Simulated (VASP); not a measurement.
# Sn (P6_3/mmc) in VASP: a series of runs

Sn is run at these levels: BLYP; tasks: single point.

All numbers are computed with VASP 6.6.1; they aren't measurements. Logs are shortened: lines on timing, memory, paths and dates and some standing lists are left out, and cuts for length are marked.

### 1 The cell of the first run

The structure is hexagonal, space group P6_3/mmc (No. 194). The conventional cell has a = 3.348 Å, b = 3.348 Å, c = 5.560 Å, α = 90.00°, β = 90.00°, γ = 120.00°. Sn (site symmetry -6m2) has 12 Sn at 3.35 to 3.39 Å within 4.4 Å.

### 2 Single point, BLYP (volume scaled by 0.88)

Input file INCAR:

```
AGGAC = 1.0 ; AGGAX = 1.0
ALDAC = 0.0 ; ALDAX = 1.0
ALGO = Normal ; EDIFF = 1E-6
ENCUT = 520 ; GGA = B5
ISIF = 2 ; ISMEAR = -1
LASPH = T ; LCHARG = F
LREAL = F ; LWAVE = F
NBANDS = 21 ; NELM = 100
PREC = Accurate ; SIGMA = 0.1
```

Input file KPOINTS:

```
k-points
0
Gamma
  12 12 6
```

Input file POSCAR:

```
Sn
1.0
    3.3476457925      0.0000000000      0.0000000000
   -1.6738228962      2.8991462992      0.0000000000
    0.0000000000      0.0000000000      5.5601420498
Sn
2
Direct
    0.3333333333      0.6666666667      0.2500000000
    0.6666666667      0.3333333333      0.7500000000
```

Potentials or basis: VASP PAW PBE potentials, release 64 (Sn_d).

Launch:

```
$ cat potpaw_PBE.64/Sn_d/POTCAR > POTCAR
$ mpirun -np 1 vasp_std > vasp.out
```

OUTCAR:

```text
EDIFF = 1E-6
   ENCUT = 520
   GGA = B5
   ISIF = 2
   ISMEAR = -1
   LASPH = T
   LREAL = F
   NELM = 100
   PREC = Accurate

 ion  position               nearest neighbor table
   1  0.333  0.667  0.250-   2 3.39   2 3.39   2 3.39   2 3.39   2 3.39   2 3.39
   2  0.667  0.333  0.750-   1 3.39   1 3.39   1 3.39   1 3.39   1 3.39   1 3.39

  LATTYP: Found a hexagonal cell.
 ALAT       =     3.3476457925
 C/A-ratio  =     1.6609110983

  Lattice vectors:

 A1 = (   3.3476457925,   0.0000000000,   0.0000000000)
 A2 = (  -1.6738228962,   2.8991462992,   0.0000000000)
 A3 = (   0.0000000000,   0.0000000000,   5.5601420498)

Analysis of symmetry for initial positions (statically):
=====================================================================
 Subroutine PRICEL returns:
 Original cell was already a primitive cell.

 Routine SETGRP: Setting up the symmetry group for a
 hexagonal supercell.

 Subroutine GETGRP returns: Found 24 space group operations
 (whereof 12 operations were pure point group operations)
 out of a pool of 24 trial point group operations.

The static configuration has the point symmetry D_3d.
 The point group associated with its full space group is D_6h.

Analysis of symmetry for dynamics (positions and initial velocities):
=====================================================================
 Subroutine PRICEL returns:
 Original cell was already a primitive cell.

 Routine SETGRP: Setting up the symmetry group for a
 hexagonal supercell.

 Subroutine GETGRP returns: Found 24 space group operations
 (whereof 12 operations were pure point group operations)
 out of a pool of 24 trial point group operations.

The dynamic configuration has the point symmetry D_3d.
 The point group associated with its full space group is D_6h.

 Subroutine INISYM returns: Found 24 space group operations
 (whereof 12 operations are pure point group operations),
 and found     1 'primitive' translations

----------------------------------------------------------------------------------------

                                     Primitive cell

  volume of cell :      53.9629

  direct lattice vectors                    reciprocal lattice vectors
     3.347645792  0.000000000  0.000000000     0.298717386  0.172464563  0.000000000
    -1.673822896  2.899146299  0.000000000     0.000000000  0.344929126  0.000000000
     0.000000000  0.000000000  5.560142050     0.000000000  0.000000000  0.179851520

  length of vectors
     3.347645792  3.347645792  5.560142050     0.344929126  0.344929126  0.179851520

  position of ions in fractional coordinates (direct lattice)
     0.333333333  0.666666667  0.250000000
     0.666666667  0.333333333  0.750000000

  ion indices of the primitive-cell ions
   primitive index   ion index
                 1           1
                 2           2

----------------------------------------------------------------------------------------

 KPOINTS: k-points

Automatic generation of k-mesh.
 Grid dimensions read from file:
 generate k-points for:   12   12    6

 Generating k-lattice:

  Cartesian coordinates                     Fractional coordinates (reciprocal lattice)
     0.024893115  0.014372047  0.000000000     0.083333333  0.000000000  0.000000000
     0.000000000  0.028744094  0.000000000     0.000000000  0.083333333  0.000000000
     0.000000000  0.000000000  0.029975253     0.000000000  0.000000000  0.166666667

  Length of vectors
     0.028744094  0.028744094  0.029975253

  Shift w.r.t. Gamma in fractional coordinates (k-lattice)
     0.000000000  0.000000000  0.000000000

 Subroutine IBZKPT returns following result:
 ===========================================

 Found     76 irreducible k-points:

 Following reciprocal coordinates:
            Coordinates               Weight
  0.000000  0.000000  0.000000      1.000000
  0.083333 -0.000000  0.000000      6.000000
  0.166667 -0.000000  0.000000      6.000000
  0.250000  0.000000  0.000000      6.000000
  0.333333  0.000000  0.000000      6.000000
  0.416667  0.000000  0.000000      6.000000
[... 16 lines left out ...]
  0.250000  0.000000  0.166667     12.000000
  0.333333  0.000000  0.166667     12.000000
 [... further k-points ...]
   k-points           NKPTS =     76   k-points in BZ     NKDIM =     76   number of bands    NBANDS=     21
   number of dos      NEDOS =    301   number of ions     NIONS =      2
   total plane-waves  NPLWV =  32928
   dimension x,y,z NGX =    28 NGY =   28 NGZ =   42
   dimension x,y,z NGXF=    56 NGYF=   56 NGZF=   84
   ions per type =               2
   NGX,Y,Z   is equivalent  to a cutoff of  13.90, 13.90, 12.56 a.u.
   NGXF,Y,Z  is equivalent  to a cutoff of  27.81, 27.81, 25.12 a.u.
 SYSTEM =  unknown system
   PREC   = accura    normal or accurate (medium, high low for compatibility)
   ISTART =      0    job   : 0-new  1-cont  2-samecut
   ICHARG =      2    charge: 1-file 2-atom 10-const
   ISPIN  =      1    spin polarized calculation?
   LNONCOLLINEAR =      F non collinear calculations
   LSORBIT =      F    spin-orbit coupling
   LASPH  =      T    aspherical Exc in radial PAW
   ENCUT  =  520.0 eV  38.22 Ry    6.18 a.u.   6.22  6.22 10.34*2*pi/ulx,y,z
   NELM   =    100;   NELMIN=  2; NELMDL= -5     # of ELM steps
   EDIFF  = 0.1E-05   stopping-criterion for ELM
   LREAL  =      F    real-space projection
   EDIFFG = 0.1E-04   stopping-criterion for IOM
   NSW    =      0    number of steps for IOM
   IBRION =     -1    ionic relax: 0-MD 1-quasi-New 2-CG
   NFREE  =      0    steps in history (QN), initial steepest desc. (CG)
   ISIF   =      2    stress and relaxation
   ISYM   =      2    0-nonsym 1-usesym 2-fastsym
   POTIM  = 0.5000    time-step for ionic-motion
   TEBEG  =    0.0;   TEEND  =   0.0 temperature during run
   PSTRESS=    0.0 pullay stress
   NELECT =      28.0000    total number of electrons
   NUPDOWN=      -1.0000    fix difference up-down
   EMIN   =  10.00;   EMAX   =-10.00  energy-range for DOS
   EFERMI =   0.00;   METHOD = LEGACY
   ISMEAR =    -1;   SIGMA  =   0.10  broadening in eV -4-tet -1-fermi 0-gaus
   EFERMI_NEDOS =   21; number of points for ismear=-14 and -15
   IALGO  =     38    algorithm
   IMIX   =      4    mixing-type and parameters
     AMIX     =   0.40;   BMIX     =  1.00
     AMIX_MAG =   1.60;   BMIX_MAG =  1.00
  volume/ion in A,a.u.               =      26.98       182.08
  Fermi-wavevector in a.u.,A,eV,Ry     =   1.315515  2.485962 23.545952  1.730579
  Thomas-Fermi vector in A             =   2.445692
   LORBIT       =      0    0 simple, 1 ext, 2 COOP (PROOUT), +10 PAW based schemes
   GGA     = B5    functional components
   LHFCALC =     F    Hartree Fock is set to
   AEXX    =    0.0000 exact exchange contribution
   IVDW    =     0    specifies the selected vdW correction
   LEPSILON=     F    determine dielectric tensor
   LRPA    =     F    only Hartree local field effects (RPA)
 non-spin polarized calculation
  energy-cutoff  :      520.00
  volume of cell :       53.96
 maximum number of plane-waves:      1476
 NGX is ok and might be reduce to    28
   NGX = 13   NGY = 13   NGZ = 21

 number of electron      28.0000005 magnetization

 Free energy of the ion-electron system (eV)
  ---------------------------------------------------
  ext. energy  EPLUGINS =         0.00000000
  ---------------------------------------------------
  free energy    TOTEN  =        -5.80635923 eV

  energy without entropy =       -5.76775354  energy(sigma->0) =       -5.78705638

 E-fermi :   8.6334     XC(G=0):  -9.7856

 val. band max:        8.6105309137   @ k =   0.3333   0.2500   0.0000
 cond. band min:       8.6596854085   @ k =   0.2500   0.2500   0.1667
 fundamental gap:      0.0491544947
 Fermi energy:         8.6334347292

 k-point     1 :       0.0000    0.0000    0.0000
  band No.  band energies     occupation
      1     -12.8708      2.00000
      2     -12.8642      2.00000
      3     -12.8534      2.00000
      4     -12.8534      2.00000
      5     -12.8432      2.00000
      6     -12.8432      2.00000
[... 13 lines left out ...]
     20      18.9007      0.00000
     21      20.8001      0.00000

 k-point     2 :       0.0833   -0.0000    0.0000
  band No.  band energies     occupation
      1     -12.8731      2.00000
      2     -12.8624      2.00000
      3     -12.8484      2.00000
      4     -12.8434      2.00000
      5     -12.8384      2.00000
      6     -12.8333      2.00000
[... 13 lines left out ...]
     20      19.3090      0.00000
     21      20.3173      0.00000

 k-point     3 :       0.1667   -0.0000    0.0000
  band No.  band energies     occupation
      1     -12.8878      2.00000
      2     -12.8511      2.00000
      3     -12.8445      2.00000
      4     -12.8215      2.00000
      5     -12.8164      2.00000
      6     -12.8158      2.00000
[... 13 lines left out ...]
     20      18.9644      0.00000
     21      20.0509      0.00000

 k-point     4 :       0.2500    0.0000    0.0000
  band No.  band energies     occupation
      1     -12.9074      2.00000
      2     -12.8542      2.00000
      3     -12.8402      2.00000
      4     -12.8276      2.00000
      5     -12.8238      2.00000
      6     -12.7781      2.00000
[... 13 lines left out ...]
     20      18.3683      0.00000
     21      19.8701      0.00000

 k-point     5 :       0.3333    0.0000    0.0000
  band No.  band energies     occupation
      1     -12.9259      2.00000
      2     -12.8614      2.00000
      3     -12.8604      2.00000
      4     -12.8381      2.00000
      5     -12.8000      2.00000
      6     -12.7738      2.00000
[... 13 lines left out ...]
     20      18.0315      0.00000
     21      19.5800      0.00000

 k-point     6 :       0.4167    0.0000    0.0000
  band No.  band energies     occupation
      1     -12.9390      2.00000
      2     -12.8759      2.00000
      3     -12.8672      2.00000
      4     -12.8455      2.00000
      5     -12.7861      2.00000
      6     -12.7823      2.00000
[... 13 lines left out ...]
     20      17.7677      0.00000
     21      19.3901      0.00000

 k-point     7 :       0.5000    0.0000    0.0000
  band No.  band energies     occupation
      1     -12.9438      2.00000
      2     -12.8818      2.00000
      3     -12.8695      2.00000
      4     -12.8481      2.00000
      5     -12.7904      2.00000
      6     -12.7758      2.00000
[... 13 lines left out ...]
     20      17.6692      0.00000
     21      19.3257      0.00000
[... 291 lines left out ...]
      1     -12.8699      2.00000
      2     -12.8642      2.00000
      3     -12.8573      2.00000
      4     -12.8573      2.00000
      5     -12.8461      2.00000
      6     -12.8461      2.00000
[... 13 lines left out ...]
     20      19.1416      0.00000
     21      20.4426      0.00000

 k-point    21 :       0.0833   -0.0000    0.1667
  band No.  band energies     occupation
      1     -12.8716      2.00000
      2     -12.8633      2.00000
      3     -12.8544      2.00000
      4     -12.8482      2.00000
      5     -12.8414      2.00000
      6     -12.8362      2.00000
[... 13 lines left out ...]
     20      19.2236      0.00000
     21      20.1729      0.00000

 k-point    22 :       0.1667   -0.0000    0.1667
  band No.  band energies     occupation
      1     -12.8861      2.00000
      2     -12.8551      2.00000
      3     -12.8523      2.00000
      4     -12.8273      2.00000
      5     -12.8252      2.00000
      6     -12.8092      2.00000
[... 13 lines left out ...]
     20      18.8566      0.00000
     21      19.1732      0.00000

 k-point    23 :       0.2500    0.0000    0.1667
  band No.  band energies     occupation
      1     -12.9048      2.00000
      2     -12.8610      2.00000
      3     -12.8514      2.00000
      4     -12.8232      2.00000
      5     -12.8105      2.00000
      6     -12.7846      2.00000
[... 13 lines left out ...]
     20      17.7373      0.00000
     21      18.5049      0.00000

 k-point    24 :       0.3333    0.0000    0.1667
  band No.  band energies     occupation
      1     -12.9224      2.00000
      2     -12.8709      2.00000
      3     -12.8629      2.00000
      4     -12.8305      2.00000
      5     -12.7992      2.00000
      6     -12.7787      2.00000
[... 13 lines left out ...]
     20      17.2810      0.00000
     21      18.4606      0.00000

 [... further k-points ...]
[... 5 lines left out ...]
  --------------------------------------------------------------------------------------
  -------------------------------------------------------------------------------------
  Total        2.1720098      2.1720098      1.8714022      0.0000000      0.0000000      0.0000000
  in kB       64.4876925     64.4876925     55.5625544      0.0000000      0.0000000      0.0000000
  external PRESSURE =      61.5126465 kB  Pullay stress =       0.0000000 kB

 VOLUME and BASIS-vectors are now :
 -----------------------------------------------------------------------------
  energy-cutoff  :      520.00
  volume of cell :       53.96
      direct lattice vectors                 reciprocal lattice vectors
     3.347645792  0.000000000  0.000000000     0.298717386  0.172464563  0.000000000
    -1.673822896  2.899146299  0.000000000     0.000000000  0.344929126  0.000000000
     0.000000000  0.000000000  5.560142050     0.000000000  0.000000000  0.179851520

 POSITION                                       TOTAL-FORCE (eV/Angst)
 -----------------------------------------------------------------------------------
     -0.00000      1.93276      1.39004         0.000000      0.000000      0.000000
      1.67382      0.96638      4.17011        -0.000000     -0.000000      0.000000
 -----------------------------------------------------------------------------------
    total drift:                               -0.000000      0.000000      0.000000

  FREE ENERGIE OF THE ION-ELECTRON SYSTEM (eV)
  ---------------------------------------------------
  free  energy   TOTEN  =        -5.8063592291 eV

  energy  without entropy=       -5.7677535408  energy(sigma->0) =       -5.78705638
```

It took 99 s on 1 thread of AMD EPYC 7R13 (Zen 3), shared host; peak memory 0.18 GiB.

What came out:

```
Free energy            : -5.8064 eV
Pressure               : 6.2 GPa
Band gap on the k mesh : zero (band 14 reaches 14.55 eV, above the bottom of band 15 at 6.29 eV)
```

Levels at points of the mesh, in eV from the Fermi level:
```
           k point  band 10  band 11  band 12  band 13  band 14  band 15  band 16  band 17  band 18  band 19
(0.00, 0.00, 0.00)   -21.35   -11.13    -7.02    -4.52     5.86     5.86     7.42     7.58     7.58     9.92
(0.50, 0.00, 0.00)   -21.32    -7.09    -5.92    -2.46    -1.56    -0.71     1.43     2.22     5.71     6.14
(0.00, 0.00, 0.50)   -21.38    -9.87    -9.87     0.83     0.83     6.72     6.72     6.72     6.72    10.45
(0.50, 0.00, 0.50)   -21.33    -6.08    -6.08    -3.95    -3.95     3.52     3.52     3.65     3.65     7.37
```

Caveat: the PAW data sets were made with another functional, which shifts forces and pressure a little; spin-orbit coupling is left out, which moves the levels of the heavy elements.

(Part 1 of 3 ends here.)
